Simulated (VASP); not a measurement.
# SrCl2 (R-3m) in VASP: notebook

SrCl2 is run at these levels: r2SCAN; tasks: single point.

All numbers are computed with VASP 6.6.1; they aren't measurements. Logs are shortened: lines on timing, memory, paths and dates and some standing lists are left out, and cuts for length are marked.

### 1 The cell of the first run

Symmetry: R-3m, No. 166, trigonal system. The conventional cell has a = 6.210 Å, b = 6.210 Å, c = 7.606 Å, α = 90.00°, β = 90.00°, γ = 120.00°. Sr (site symmetry -3m) has 2 Cl at 1.90 Å within 2.5 Å. Cl (site symmetry 3m) has 1 Sr at 1.90 Å within 2.5 Å.

### 2 Single point, r2SCAN

Contents of POSCAR:

```
SrCl2
1.0
   -1.4638182731      2.9276365463      2.9276365463
    2.9276365463     -1.4638182731      2.9276365463
    2.9276365463      2.9276365463     -1.4638182731
Sr Cl
1 2
Direct
    0.0000000000      0.0000000000      0.0000000000
    0.2500000000      0.2500000000      0.2500000000
    0.7500000000      0.7500000000      0.7500000000
```

Contents of INCAR.step1:

```
PREC     = Accurate       # precision mode
ENCUT    = 520            # plane-wave cutoff, eV
ISMEAR   = 0              # smearing method
SIGMA    = 0.05           # smearing width, eV
LREAL    = F              # projectors in reciprocal space
LASPH    = T              # aspherical terms in the spheres
NELM     = 80             # most SCF steps
NBANDS   = 19             # bands
GGA      = PE             # functional
ALGO     = Normal         # electronic algorithm
EDIFF    = 1E-4           # SCF threshold, eV
LWAVE    = T              # write WAVECAR
LCHARG   = F              # write CHGCAR
```

Contents of INCAR.step2:

```
PREC     = Accurate       # precision mode
ENCUT    = 520            # plane-wave cutoff, eV
EDIFF    = 1E-6           # SCF threshold, eV
ISMEAR   = 0              # smearing method
SIGMA    = 0.05           # smearing width, eV
LREAL    = F              # projectors in reciprocal space
LASPH    = T              # aspherical terms in the spheres
NELM     = 80             # most SCF steps
ALGO     = Normal         # electronic algorithm
ISIF     = 2              # what is computed and relaxed
LWAVE    = F              # write WAVECAR
LCHARG   = F              # write CHGCAR
METAGGA  = R2SCAN         # meta-GGA
LMIXTAU  = T            
NBANDS   = 19             # bands
ISTART   = 1
```

Contents of KPOINTS:

```
regular mesh
0
Gamma
  6 6 6
```

Potentials or basis: VASP PAW PBE potentials, release 64 (Sr_sv, Cl).

Launch:

```bash
$ cat potpaw_PBE.64/Sr_sv/POTCAR potpaw_PBE.64/Cl/POTCAR > POTCAR
$ cp INCAR.step1 INCAR
$ mpirun -np 1 vasp_std > vasp.out
$ cp INCAR.step2 INCAR
$ mpirun -np 1 vasp_std > vasp.out
```

OUTCAR:

```text
PREC = Accurate
   ENCUT = 520
   EDIFF = 1E-6
   ISMEAR = 0
   LREAL = F
   LASPH = T
   NELM = 80
   ISIF = 2
   METAGGA = R2SCAN
   ISTART = 1

 ion  position               nearest neighbor table
   1  0.000  0.000  0.000-   2 1.90   3 1.90   3 3.64   2 3.64   3 3.64   3 3.64   2 3.64   2 3.64

   2  0.250  0.250  0.250-   1 1.90   1 3.64   1 3.64   1 3.64
   3  0.750  0.750  0.750-   1 1.90   1 3.64   1 3.64   1 3.64

 -----------------------------------------------------------------------------
|                                                                             |
|           W    W    AA    RRRRR   N    N  II  N    N   GGGG   !!!           |
|           W    W   A  A   R    R  NN   N  II  NN   N  G    G  !!!           |
|           W    W  A    A  R    R  N N  N  II  N N  N  G       !!!           |
|           W WW W  AAAAAA  RRRRR   N  N N  II  N  N N  G  GGG   !            |
|           WW  WW  A    A  R   R   N   NN  II  N   NN  G    G                |
|           W    W  A    A  R    R  N    N  II  N    N   GGGG   !!!           |
|                                                                             |
|     The distance between some ions is very small. Please check the          |
|     nearest-neighbor list in the OUTCAR file.                               |
|     I HOPE YOU KNOW WHAT YOU ARE DOING!                                     |
|                                                                             |
 -----------------------------------------------------------------------------

  LATTYP: Found a simple cubic cell.
 ALAT       =     4.3914548194

  Lattice vectors:

 A1 = (  -1.4638182731,   2.9276365463,   2.9276365463)
 A2 = (   2.9276365463,  -1.4638182731,   2.9276365463)
 A3 = (   2.9276365463,   2.9276365463,  -1.4638182731)

Analysis of symmetry for initial positions (statically):
=====================================================================
 Subroutine PRICEL returns:
 Original cell was already a primitive cell.

 Routine SETGRP: Setting up the symmetry group for a
 simple cubic supercell.

 Subroutine GETGRP returns: Found 12 space group operations
 (whereof 12 operations were pure point group operations)
 out of a pool of 48 trial point group operations.

The static configuration has the point symmetry D_3d.

Analysis of symmetry for dynamics (positions and initial velocities):
=====================================================================
 Subroutine PRICEL returns:
 Original cell was already a primitive cell.

 Routine SETGRP: Setting up the symmetry group for a
 simple cubic supercell.

 Subroutine GETGRP returns: Found 12 space group operations
 (whereof 12 operations were pure point group operations)
 out of a pool of 48 trial point group operations.

[... 109 lines left out ...]
   ISYM   =      2    0-nonsym 1-usesym 2-fastsym
   POTIM  = 0.5000    time-step for ionic-motion
   TEBEG  =    0.0;   TEEND  =   0.0 temperature during run
   PSTRESS=    0.0 pullay stress
   NELECT =      24.0000    total number of electrons
   NUPDOWN=      -1.0000    fix difference up-down
   EMIN   =  10.00;   EMAX   =-10.00  energy-range for DOS
   EFERMI =   0.00;   METHOD = LEGACY
   ISMEAR =     0;   SIGMA  =   0.05  broadening in eV -4-tet -1-fermi 0-gaus
   EFERMI_NEDOS =   21; number of points for ismear=-14 and -15
   IALGO  =     38    algorithm
   IMIX   =      4    mixing-type and parameters
     AMIX     =   0.40;   BMIX     =  1.00
     AMIX_MAG =   1.60;   BMIX_MAG =  1.00
  volume/ion in A,a.u.               =      28.23       190.50
  Fermi-wavevector in a.u.,A,eV,Ry     =   1.075318  2.032056 15.732530  1.156308
  Thomas-Fermi vector in A             =   2.211171
   LORBIT       =      0    0 simple, 1 ext, 2 COOP (PROOUT), +10 PAW based schemes
   METAGGA = R2SCAN    functional components
   LHFCALC =     F    Hartree Fock is set to
   AEXX    =    0.0000 exact exchange contribution
   IVDW    =     0    specifies the selected vdW correction
   LEPSILON=     F    determine dielectric tensor
   LRPA    =     F    only Hartree local field effects (RPA)
 non-spin polarized calculation
 Gauss-broadening in eV      SIGMA  =   0.05
  energy-cutoff  :      520.00
  volume of cell :       84.69
 maximum number of plane-waves:      2301
 NGX is ok and might be reduce to    36

 number of electron      24.0000000 magnetization

 Free energy of the ion-electron system (eV)
  ---------------------------------------------------
  ext. energy  EPLUGINS =         0.00000000
  ---------------------------------------------------
  free energy    TOTEN  =       -21.16592543 eV

  energy without entropy =      -21.16592543  energy(sigma->0) =      -21.16592543

 E-fermi :   3.6844     XC(G=0):  -8.4953

 val. band max:        3.4235032918   @ k =   0.0000   0.0000   0.0000
 cond. band min:       4.1134701444   @ k =   0.0000   0.0000   0.0000
 fundamental gap:      0.6899668526
 Fermi energy:         3.6843885630

 k-point     1 :       0.0000    0.0000    0.0000
  band No.  band energies     occupation
      1     -34.0006      2.00000
      2     -20.4761      2.00000
      3     -15.0058      2.00000
      4     -15.0058      2.00000
      5     -14.5277      2.00000
      6     -10.5326      2.00000
[... 505 lines left out ...]
      6     -10.6824      2.00000
[... 11 lines left out ...]
     18       8.9942      0.00000
     19      10.3704      0.00000

 [... further k-points ...]

------------------------ aborting loop because EDIFF is reached ----------------------------------------

  FORCE on cell =-STRESS in cart. coord.  units (eV):
  Direction    XX          YY          ZZ          XY          YZ          ZX
  --------------------------------------------------------------------------------------
  -------------------------------------------------------------------------------------
  Total       31.2759236     31.2759236     31.2759236     33.2925943     33.2925943     33.2925943
  in kB      591.6916893    591.6916893    591.6916893    629.8439534    629.8439534    629.8439534
  external PRESSURE =     591.6916893 kB  Pullay stress =       0.0000000 kB

 VOLUME and BASIS-vectors are now :
 -----------------------------------------------------------------------------
  energy-cutoff  :      520.00
  volume of cell :       84.69
      direct lattice vectors                 reciprocal lattice vectors
    -1.463818273  2.927636546  2.927636546    -0.075904990  0.151809980  0.151809980
     2.927636546 -1.463818273  2.927636546     0.151809980 -0.075904990  0.151809980
     2.927636546  2.927636546 -1.463818273     0.151809980  0.151809980 -0.075904990

 POSITION                                       TOTAL-FORCE (eV/Angst)
 -----------------------------------------------------------------------------------
      0.00000      0.00000      0.00000        -0.000000     -0.000000      0.000000
      1.09786      1.09786      1.09786        14.596733     14.596733     14.596733
      3.29359      3.29359      3.29359       -14.596733    -14.596733    -14.596733
 -----------------------------------------------------------------------------------
    total drift:                                0.000000      0.000000     -0.000000

  FREE ENERGIE OF THE ION-ELECTRON SYSTEM (eV)
  ---------------------------------------------------
  free  energy   TOTEN  =       -21.1659254259 eV

  energy  without entropy=      -21.1659254259  energy(sigma->0) =      -21.16592543
```

OUTCAR.step1:

```text
PREC = Accurate
   ENCUT = 520
   ISMEAR = 0
   LREAL = F
[... 770 lines left out ...]
      0.00000      0.00000      0.00000        -0.000000     -0.000000      0.000000
      1.09786      1.09786      1.09786        14.217095     14.217095     14.217095
      3.29359      3.29359      3.29359       -14.217095    -14.217095    -14.217095
 -----------------------------------------------------------------------------------
    total drift:                                0.000000      0.000000     -0.000000

  FREE ENERGIE OF THE ION-ELECTRON SYSTEM (eV)
  ---------------------------------------------------
  free  energy   TOTEN  =         1.1820656953 eV

  energy  without entropy=        1.1820657047  energy(sigma->0) =        1.18206570
```

OSZICAR.step1:

```text
N       E                     dE             d eps       ncg     rms          rms(c)
DAV:   1     0.170158859267E+03    0.17016E+03   -0.11643E+04  1216   0.113E+03
DAV:   2     0.110481834435E+02   -0.15911E+03   -0.15501E+03  1601   0.235E+02
DAV:   3    -0.264626793924E+00   -0.11313E+02   -0.11231E+02  1521   0.609E+01
DAV:   4    -0.797467795508E+00   -0.53284E+00   -0.53237E+00  1953   0.118E+01
DAV:   5    -0.803169454854E+00   -0.57017E-02   -0.57013E-02  1581   0.130E+00    0.156E+02
DAV:   6     0.105121835023E+01    0.18544E+01   -0.38800E+00  1282   0.102E+01    0.795E+01
DAV:   7     0.116009800776E+01    0.10888E+00   -0.21042E+00  1440   0.747E+00    0.532E+00
DAV:   8     0.118704919852E+01    0.26951E-01   -0.24210E-01  1291   0.262E+00    0.347E+00
DAV:   9     0.118272113012E+01   -0.43281E-02   -0.13177E-02  1437   0.692E-01    0.111E+00
DAV:  10     0.118236400104E+01   -0.35713E-03   -0.31985E-03  1498   0.278E-01    0.301E-01
DAV:  11     0.118207124824E+01   -0.29275E-03   -0.41248E-04  1334   0.136E-01    0.906E-02
DAV:  12     0.118206569525E+01   -0.55530E-05   -0.16277E-05   803   0.297E-02
   1 F= 0.11820657E+01 E0= 0.11820657E+01  d E =-.945568E-08
```

It took 3.8 min on 1 thread of Intel Xeon 8259CL, shared host; peak memory 0.24 GiB.

Results:

```
Free energy            : -21.1659 eV
Pressure               : 59.2 GPa
Largest force          : 25.282 eV/Å
Band gap on the k mesh : 0.69 eV, direct
```

Forces in eV/Å, atoms in the order of the input:
```
Sr    0.000   0.000   0.000
Cl   14.597  14.597  14.597
Cl  -14.597 -14.597 -14.597
```

Levels at points of the mesh, in eV from the valence-band top:
```csv
k point,band 9,band 10,band 11,band 12,band 13,band 14,band 15,band 16
"(0.00, 0.00, 0.00)",-6.35,-4.64,-4.64,0.00,0.69,3.84,3.84,4.79
"(0.50, 0.00, 0.00)",-5.61,-5.18,-5.17,-1.00,1.68,2.52,4.70,4.74
"(0.50, 0.50, 0.00)",-5.91,-5.84,-4.88,-0.12,1.83,3.49,4.33,4.62
"(0.50, 0.50, 0.50)",-5.62,-5.15,-5.15,-1.49,3.17,3.17,4.72,5.69
```

Caveat: the PAW data sets were made with another functional, which shifts forces and pressure a little. A k mesh can miss the band edges.

### 3 Single point, r2SCAN

This run uses another cell than the first one, of the same volume but with other edges.

Contents of POSCAR:

```
SrCl2
1.0
    1.8442954555      4.6107386389      4.6107386389
    4.6107386389      1.8442954555      4.6107386389
    4.6107386389      4.6107386389      1.8442954555
Sr Cl
1 2
Direct
    0.0000000000      0.0000000000      0.0000000000
    0.2500000000      0.2500000000      0.2500000000
    0.7500000000      0.7500000000      0.7500000000
```

Contents of INCAR.step1:

```
ALGO = Normal
EDIFF = 1E-4
ENCUT = 520
GGA = PE
ISMEAR = 0
LASPH = True
LCHARG = False
LREAL = False
LWAVE = True
NBANDS = 19
NELM = 60
PREC = Accurate
SIGMA = 0.05
```

Contents of INCAR.step2:

```
ALGO = Normal
EDIFF = 1E-6
ENCUT = 520
ISIF = 2
ISMEAR = 0
ISTART = 1
LASPH = True
LCHARG = False
LMIXTAU = True
LREAL = False
LWAVE = False
METAGGA = R2SCAN
NBANDS = 19
NELM = 60
PREC = Accurate
SIGMA = 0.05
```

Contents of KPOINTS:

```
k-points
0
Gamma
  6 6 6
```

Potentials or basis: VASP PAW PBE potentials, release 64 (Sr_sv, Cl).

Launch:

```bash
$ cat potpaw_PBE.64/Sr_sv/POTCAR potpaw_PBE.64/Cl/POTCAR > POTCAR
$ cp INCAR.step1 INCAR
$ mpirun -np 1 vasp_std > vasp.out
$ cp INCAR.step2 INCAR
$ mpirun -np 1 vasp_std > vasp.out
```

Run time: 15 min. Hardware: 1 thread of Intel Xeon 8259CL, shared host; peak memory 0.41 GiB.

It converged, with:

```yaml
Free_energy: -34.9370 eV
Pressure: 7.3 GPa
Largest_force: 0.516 eV/Å
Band_gap_on_the_k_mesh: 5.82 eV, indirect (least direct gap 6.21 eV)
```

Forces on the atoms (eV/Å):
```
Sr   0.000  0.000  0.000
Cl  -0.298 -0.298 -0.298
Cl   0.298  0.298  0.298
```

Stress tensor (GPa, compression positive):
```
 7.30 -2.09 -2.09
-2.09  7.30 -2.09
-2.09 -2.09  7.30
```

Levels at points of the mesh, in eV from the valence-band top:
| k point | band 9 | band 10 | band 11 | band 12 | band 13 | band 14 | band 15 | band 16 |
| --- | --- | --- | --- | --- | --- | --- | --- | --- |
| (0.00, 0.00, 0.00) | -0.83 | 0.00 | 0.00 | 0.00 | 6.88 | 7.71 | 7.71 | 7.87 |
| (0.50, 0.00, 0.00) | -1.10 | -0.91 | -0.42 | -0.24 | 6.15 | 9.68 | 9.79 | 10.41 |
| (0.50, 0.50, 0.00) | -0.77 | -0.70 | -0.40 | -0.39 | 5.82 | 8.97 | 9.70 | 10.07 |
| (0.50, 0.50, 0.50) | -0.77 | -0.77 | -0.08 | -0.08 | 7.48 | 7.79 | 7.79 | 8.26 |

Caveat: the PAW data sets were made with another functional, which shifts forces and pressure a little. A k mesh can miss the band edges.
